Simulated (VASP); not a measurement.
# Ag: single point with PBE

Ag:

```xyz
3
Lattice="1.4730 0.8505 7.2046 -1.4730 0.8505 7.2046 0.0000 -1.7009 7.2046" Properties=species:S:1:pos:R:3 pbc="T T T"
Ag   -0.2416   -0.7892    9.6542
Ag   -0.2416   -0.7892   26.4638
Ag   -0.2416   -0.7892   14.4586
```

```
Program                : VASP 6.6.1
Task                   : single point
Functional             : PBE
Potentials or basis    : VASP PAW PBE potentials, release 64 (Ag)
Cutoff                 : 500 eV
k mesh                 : 3 × 3 × 3
Occupations            : fermi-dirac, width 0.1 eV
Spin                   : collinear spin, zero start
Starting moments       : [0.0, 0.0, 0.0] μB
Dipole correction      : no
Further INCAR settings : ALGO = Normal; EDIFF = 1e-06; NBANDS = 28
```

- Pressure: -3.5 GPa
- Largest force: 0.062 eV/Å
- Net moment: 0.00 μB per cell
- Valence electrons inside the program's atomic spheres: Ag 9.82

Forces in eV/Å, atoms in the order of the input:
```
Ag   0.000  0.000  0.000
Ag   0.000  0.000  0.062
Ag   0.000  0.000 -0.062
```

Stress tensor (GPa, compression positive):
```
-3.71  0.00  0.00
 0.00 -3.71  0.00
 0.00  0.00 -2.99
```

Levels at points of the mesh, in eV from the Fermi level:
Spin up:
| k point | band 14 | band 15 | band 16 | band 17 | band 18 | band 19 | band 20 | band 21 |
| --- | --- | --- | --- | --- | --- | --- | --- | --- |
| (0.00, 0.00, 0.00) | -2.60 | -2.48 | -2.48 | -2.45 | -2.43 | 8.33 | 8.35 | 16.09 |
Spin down:
```
           k point  band 15  band 16  band 17  band 18  band 19  band 20
(0.00, 0.00, 0.00)    -2.48    -2.48    -2.45    -2.43     8.33     8.35
```

Run time: 2.6 min on 1 thread of Intel Xeon 8259CL, on a shared host, peak memory 0.47 GiB.

Caveat: the k points lie up to 0.83 Å⁻¹ apart.
